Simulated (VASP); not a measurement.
# TiC (Fm-3m) in VASP: notebook

TiC is run at these levels: PBEsol; tasks: relaxation of cell and atoms.

Everything below comes from runs of VASP 6.6.1. Logs are shortened: lines on timing, memory, paths and dates and some standing lists are left out, and cuts for length are marked.

## 1. The cell of the first run

Symmetry: Fm-3m, No. 225, cubic system. The conventional cell has a = 4.293 Å, b = 4.293 Å, c = 4.293 Å, α = 90.00°, β = 90.00°, γ = 90.00°. Ti (site symmetry m-3m) has 6 C at 2.15 Å within 2.8 Å. Within 2.8 Å of C (site symmetry m-3m) lie 6 Ti at 2.15 Å.

## 2. Relaxation of cell and atoms, PBEsol, target pressure 2 GPa, at which the enthalpy is minimised

INCAR

```
SYSTEM = TiC
ALGO     = Normal         ! electronic algorithm
EDIFF    = 1E-7           ! SCF threshold, eV
EDIFFG   = -0.002         ! ionic threshold
ENCUT    = 600            ! plane-wave cutoff, eV
GGA      = PS             ! functional
GGA_COMPAT= .FALSE.      
IBRION   = 2              ! ionic algorithm
ISIF     = 3              ! what is computed and relaxed
ISMEAR   = -1             ! smearing method
LASPH    = .TRUE.         ! aspherical terms in the spheres
LCHARG   = .FALSE.        ! write CHGCAR
LREAL    = .FALSE.        ! projectors in reciprocal space
LWAVE    = .FALSE.        ! write WAVECAR
NELM     = 120            ! most SCF steps
NELMIN   = 4            
NSW      = 100            ! ionic steps
PREC     = Accurate       ! precision mode
PSTRESS  = 20.0         
SIGMA    = 0.05           ! smearing width, eV
```

KPOINTS

```
k-points
0
G
  18 18 18
  0 0 0
```

POSCAR

```
TiC
1.0
    0.0000000000      2.1467070539      2.1467070539
    2.1467070539      0.0000000000      2.1467070539
    2.1467070539      2.1467070539      0.0000000000
Ti C
1 1
Direct
    0.0000000000      0.0000000000      0.0000000000
    0.5000000000      0.5000000000      0.5000000000
```

Potentials or basis: VASP PAW PBE potentials, release 64 (Ti_sv, C).

Run with:

```
cat potpaw_PBE.64/Ti_sv/POTCAR potpaw_PBE.64/C/POTCAR > POTCAR
mpirun -np 1 vasp_std > vasp.out
```

OUTCAR:

```text
SYSTEM = TiC
   EDIFF = 1E-7
   EDIFFG = -0.002
   ENCUT = 600
   GGA = PS
   IBRION = 2
   ISIF = 3
   ISMEAR = -1
   LASPH = .TRUE.
   LREAL = .FALSE.
   NELM = 120
   NELMIN = 4
   NSW = 100
   PREC = Accurate
   PSTRESS = 20.0

 ion  position               nearest neighbor table
   1  0.000  0.000  0.000-   2 2.15   2 2.15   2 2.15   2 2.15   2 2.15   2 2.15
   2  0.500  0.500  0.500-   1 2.15   1 2.15   1 2.15   1 2.15   1 2.15   1 2.15

  LATTYP: Found a face centered cubic cell.
 ALAT       =     4.2934141078

  Lattice vectors:

 A1 = (   0.0000000000,   2.1467070539,   2.1467070539)
 A2 = (   2.1467070539,   0.0000000000,   2.1467070539)
 A3 = (   2.1467070539,   2.1467070539,   0.0000000000)

Analysis of symmetry for initial positions (statically):
=====================================================================
 Subroutine PRICEL returns:
 Original cell was already a primitive cell.

 Routine SETGRP: Setting up the symmetry group for a
 face centered cubic supercell.

 Subroutine GETGRP returns: Found 48 space group operations
 (whereof 48 operations were pure point group operations)
 out of a pool of 48 trial point group operations.

The static configuration has the point symmetry O_h .

Analysis of symmetry for dynamics (positions and initial velocities):
=====================================================================
 Subroutine PRICEL returns:
 Original cell was already a primitive cell.

 Routine SETGRP: Setting up the symmetry group for a
 face centered cubic supercell.

 Subroutine GETGRP returns: Found 48 space group operations
 (whereof 48 operations were pure point group operations)
 out of a pool of 48 trial point group operations.

The dynamic configuration has the point symmetry O_h .

 Subroutine INISYM returns: Found 48 space group operations
 (whereof 48 operations are pure point group operations),
 and found     1 'primitive' translations

----------------------------------------------------------------------------------------

                                     Primitive cell

  volume of cell :      19.7856

  direct lattice vectors                    reciprocal lattice vectors
     0.000000000  2.146707054  2.146707054    -0.232914873  0.232914873  0.232914873
     2.146707054  0.000000000  2.146707054     0.232914873 -0.232914873  0.232914873
     2.146707054  2.146707054  0.000000000     0.232914873  0.232914873 -0.232914873

  length of vectors
     3.035902230  3.035902230  3.035902230     0.403420393  0.403420393  0.403420393

  position of ions in fractional coordinates (direct lattice)
     0.000000000  0.000000000  0.000000000
     0.500000000  0.500000000  0.500000000

  ion indices of the primitive-cell ions
   primitive index   ion index
                 1           1
                 2           2

----------------------------------------------------------------------------------------

 KPOINTS: k-points

Automatic generation of k-mesh.
 Grid dimensions read from file:
 generate k-points for:   18   18   18

 Generating k-lattice:

  Cartesian coordinates                     Fractional coordinates (reciprocal lattice)
    -0.012939715  0.012939715  0.012939715     0.055555556  0.000000000  0.000000000
     0.012939715 -0.012939715  0.012939715     0.000000000  0.055555556  0.000000000
     0.012939715  0.012939715 -0.012939715     0.000000000  0.000000000  0.055555556

  Length of vectors
     0.022412244  0.022412244  0.022412244

  Shift w.r.t. Gamma in fractional coordinates (k-lattice)
     0.000000000  0.000000000  0.000000000

 Subroutine IBZKPT returns following result:
 ===========================================

 Found    195 irreducible k-points:

 Following reciprocal coordinates:
            Coordinates               Weight
  0.000000  0.000000  0.000000      1.000000
  0.055556  0.000000  0.000000      8.000000
  0.111111  0.000000  0.000000      8.000000
  0.166667  0.000000  0.000000      8.000000
  0.222222  0.000000  0.000000      8.000000
  0.277778  0.000000  0.000000      8.000000
[... 16 lines left out ...]
 -0.277778  0.055556  0.000000     24.000000
 -0.222222  0.055556  0.000000     24.000000
 [... further k-points ...]
   k-points           NKPTS =    195   k-points in BZ     NKDIM =    195   number of bands    NBANDS=     12
   number of dos      NEDOS =    301   number of ions     NIONS =      2
   total plane-waves  NPLWV =  13824
   dimension x,y,z NGX =    24 NGY =   24 NGZ =   24
   dimension x,y,z NGXF=    48 NGYF=   48 NGZF=   48
   ions per type =               1   1
   NGX,Y,Z   is equivalent  to a cutoff of  13.14, 13.14, 13.14 a.u.
   NGXF,Y,Z  is equivalent  to a cutoff of  26.28, 26.28, 26.28 a.u.
 SYSTEM =  TiC
   PREC   = accura    normal or accurate (medium, high low for compatibility)
   ISTART =      0    job   : 0-new  1-cont  2-samecut
   ICHARG =      2    charge: 1-file 2-atom 10-const
   ISPIN  =      1    spin polarized calculation?
   LNONCOLLINEAR =      F non collinear calculations
   LSORBIT =      F    spin-orbit coupling
   LASPH  =      T    aspherical Exc in radial PAW
   ENCUT  =  600.0 eV  44.10 Ry    6.64 a.u.   6.06  6.06  6.06*2*pi/ulx,y,z
   NELM   =    120;   NELMIN=  4; NELMDL= -5     # of ELM steps
   EDIFF  = 0.1E-06   stopping-criterion for ELM
   LREAL  =      F    real-space projection
   EDIFFG = -.2E-02   stopping-criterion for IOM
   NSW    =    100    number of steps for IOM
   IBRION =      2    ionic relax: 0-MD 1-quasi-New 2-CG
   NFREE  =      1    steps in history (QN), initial steepest desc. (CG)
   ISIF   =      3    stress and relaxation
   ISYM   =      2    0-nonsym 1-usesym 2-fastsym
   POTIM  = 0.5000    time-step for ionic-motion
   TEBEG  =    0.0;   TEEND  =   0.0 temperature during run
   PSTRESS=   20.0 pullay stress
   NELECT =      16.0000    total number of electrons
   NUPDOWN=      -1.0000    fix difference up-down
   EMIN   =  10.00;   EMAX   =-10.00  energy-range for DOS
   EFERMI =   0.00;   METHOD = LEGACY
   ISMEAR =    -1;   SIGMA  =   0.05  broadening in eV -4-tet -1-fermi 0-gaus
   EFERMI_NEDOS =   21; number of points for ismear=-14 and -15
   IALGO  =     38    algorithm
   IMIX   =      4    mixing-type and parameters
     AMIX     =   0.40;   BMIX     =  1.00
     AMIX_MAG =   1.60;   BMIX_MAG =  1.00
  volume/ion in A,a.u.               =       9.89        66.76
  Fermi-wavevector in a.u.,A,eV,Ry     =   1.525218  2.882245 31.651114  2.326291
  Thomas-Fermi vector in A             =   2.633419
   LORBIT       =      0    0 simple, 1 ext, 2 COOP (PROOUT), +10 PAW based schemes
   GGA     = PS    functional components
   LHFCALC =     F    Hartree Fock is set to
   AEXX    =    0.0000 exact exchange contribution
   IVDW    =     0    specifies the selected vdW correction
   LEPSILON=     F    determine dielectric tensor
   LRPA    =     F    only Hartree local field effects (RPA)
 conjugate gradient relaxation of ions
 non-spin polarized calculation
  energy-cutoff  :      600.00
  volume of cell :       19.79
 maximum number of plane-waves:       680
   NGX = 13   NGY = 13   NGZ = 13

--------------------------------------- Ionic step        1  -------------------------------------------

 number of electron      16.0000003 magnetization

 Free energy of the ion-electron system (eV)
  ---------------------------------------------------
  ext. energy  EPLUGINS =         0.00000000
  ---------------------------------------------------
  free energy    TOTEN  =       -19.80369411 eV

  energy without entropy =      -19.80117119  energy(sigma->0) =      -19.80243265

------------------------ aborting loop because EDIFF is reached ----------------------------------------

  FORCE on cell =-STRESS in cart. coord.  units (eV):
  Direction    XX          YY          ZZ          XY          YZ          ZX
  --------------------------------------------------------------------------------------
  -------------------------------------------------------------------------------------
  Total        0.0168515      0.0168515      0.0168515     -0.0000000      0.0000000      0.0000000
  in kB        1.3645826      1.3645826      1.3645826     -0.0000000      0.0000000      0.0000000
  external PRESSURE =     -18.6354174 kB  Pullay stress =      20.0000000 kB
[... 61 lines left out ...]
  enthalpy is  TOTEN    =       -19.5558900891 eV   P V=        0.2428931070

--------------------------------------- Ionic step        3  -------------------------------------------

 number of electron      16.0000004 magnetization

 Free energy of the ion-electron system (eV)
  ---------------------------------------------------
  ext. energy  EPLUGINS =         0.00000000
  ---------------------------------------------------
  free energy    TOTEN  =       -19.80279466 eV

  energy without entropy =      -19.80028639  energy(sigma->0) =      -19.80154052

 E-fermi :   9.6975     XC(G=0): -13.0338

 val. band max:        9.6579406471   @ k =   0.2778   0.2222   0.0000
 cond. band min:       9.7030616516   @ k =   0.5000   0.5000   0.0000
 fundamental gap:      0.0451210045
 Fermi energy:         9.6974805938

 k-point     1 :       0.0000    0.0000    0.0000
  band No.  band energies     occupation
      1     -46.5364      2.00000
      2     -22.6448      2.00000
      3     -22.6448      2.00000
      4     -22.6448      2.00000
      5      -2.8246      2.00000
      6      10.3714      0.00000
      7      10.3714      0.00000
      8      10.3714      0.00000
      9      11.4444      0.00000
     10      11.4444      0.00000
     11      11.4444      0.00000
     12      11.4941      0.00000
[... 331 lines left out ...]
 k-point    24 :      -0.2222    0.0556    0.0000
  band No.  band energies     occupation
      1     -46.4938      2.00000
      2     -22.9224      2.00000
      3     -22.6906      2.00000
      4     -22.6631      2.00000
      5      -1.4967      2.00000
      6       6.9813      2.00000
      7       7.8740      2.00000
      8       8.1146      2.00000
      9      11.2540      0.00000
     10      11.6964      0.00000
     11      12.7258      0.00000
     12      15.0852      0.00000

 [... further k-points ...]
[... 5 lines left out ...]
  --------------------------------------------------------------------------------------
  -------------------------------------------------------------------------------------
  Total        0.2452088      0.2452088      0.2452088      0.0000000      0.0000000      0.0000000
  in kB       19.9935024     19.9935024     19.9935024      0.0000000      0.0000000      0.0000000
  external PRESSURE =      -0.0064976 kB  Pullay stress =      20.0000000 kB
[... 17 lines left out ...]
  FREE ENERGIE OF THE ION-ELECTRON SYSTEM (eV)
  ---------------------------------------------------
  free  energy   TOTEN  =       -19.8027946598 eV

  energy  without entropy=      -19.8002863892  energy(sigma->0) =      -19.80154052

  enthalpy is  TOTEN    =       -19.5575062168 eV   P V=        0.2452884430

 reached required accuracy - stopping structural energy minimisation
```

Run time: 67 s. Hardware: 1 thread of Intel Xeon 6975P-C, shared host; peak memory 0.2 GiB.

What came out:

* Free energy: -19.8028 eV
* Relaxed volume: 9.82 Å³/atom
* Relaxed cell: a = 3.029 Å, b = 3.029 Å, c = 3.029 Å, α = 60.00°, β = 60.00°, γ = 60.00°
* Space group after relaxing (to 0.05 Å): Fm-3m (No. 225)
* Energy change on relaxing (the enthalpy is what falls): +0.4 meV/atom
* Ionic steps: 3
* Pressure after relaxing: 2.0 GPa
* Band gap on the k mesh: zero (band 8 reaches 10.37 eV, above the bottom of band 9 at 9.28 eV)

The path:
| step | energy change (eV) | largest force (eV/Å) | pressure (GPa) | volume (Å³) |
| --- | --- | --- | --- | --- |
| 1 | 0.0000 | 0.0000 | 0.14 | 19.79 |
| 2 | 0.0049 | 0.0000 | 4.72 | 19.46 |
| 3 | 0.0009 | 0.0000 | 2.00 | 19.65 |

Final structure:
```
Ti C
1.0
     0.00000    2.14179    2.14179
     2.14179    0.00000    2.14179
     2.14179    2.14179    0.00000
Ti C
1 1
Cartesian
  0.0000 0.0000 0.0000
  2.1418 2.1418 2.1418
```

Caveat: the cell is relaxed towards a set pressure, so the enthalpy falls and the energy may rise; the PAW data sets were made with another functional, which shifts forces and pressure a little.

## 3. Relaxation of cell and atoms, PBEsol, target pressure 4 GPa, at which the enthalpy is minimised

Edit INCAR of step 2 so:

```diff
@@ -18,3 +18,3 @@
 PREC     = Accurate       ! precision mode
-PSTRESS  = 20.0         
+PSTRESS  = 40.0         
 SIGMA    = 0.05           ! smearing width, eV
```

KPOINTS is that of step 2.

POSCAR is that of step 2.

Potentials or basis: VASP PAW PBE potentials, release 64 (Ti_sv, C).

Run with:

```
cat potpaw_PBE.64/Ti_sv/POTCAR potpaw_PBE.64/C/POTCAR > POTCAR
mpirun -np 1 vasp_std > vasp.out
```

Run time: 79 s. Hardware: 1 thread of Intel Xeon 6975P-C, shared host; peak memory 0.2 GiB.

Results (log left out):

| Quantity | Value |
| --- | --- |
| Free energy | -19.8002 eV |
| Relaxed volume | 9.75 Å³/atom |
| Relaxed cell | a = 3.022 Å, b = 3.022 Å, c = 3.022 Å, α = 60.00°, β = 60.00°, γ = 60.00° |
| Space group after relaxing (to 0.05 Å) | Fm-3m (No. 225) |
| Energy change on relaxing (the enthalpy is what falls) | +1.8 meV/atom |
| Ionic steps | 3 |
| Pressure after relaxing | 4.0 GPa |
| Band gap on the k mesh | zero (band 8 reaches 10.46 eV, above the bottom of band 9 at 9.37 eV) |

The path:
| step | energy change (eV) | largest force (eV/Å) | pressure (GPa) | volume (Å³) |
| --- | --- | --- | --- | --- |
| 1 | 0.0000 | 0.0000 | 0.14 | 19.79 |
| 2 | 0.0208 | 0.0000 | 10.02 | 19.11 |
| 3 | 0.0035 | 0.0000 | 3.98 | 19.51 |

Final structure:
```
Ti C
1.0
     0.00000    2.13668    2.13668
     2.13668    0.00000    2.13668
     2.13668    2.13668    0.00000
Ti C
1 1
Direct
  0.00000 0.00000 0.00000
  0.50000 0.50000 0.50000
```

Levels at points of the mesh, in eV from the Fermi level:
```
           k point  band 6  band 7  band 8  band 9  band 10  band 11
(0.00, 0.00, 0.00)    0.68    0.68    0.68    1.76     1.76     1.76
(0.50, 0.00, 0.00)   -6.06   -3.03   -3.03    3.08     3.08     4.34
(0.50, 0.50, 0.00)   -3.47   -1.80    0.01    0.01     2.89     3.73
```

Caveat: the cell is relaxed towards a set pressure, so the enthalpy falls and the energy may rise; the PAW data sets were made with another functional, which shifts forces and pressure a little.

(Part 1 of 2 ends here.)
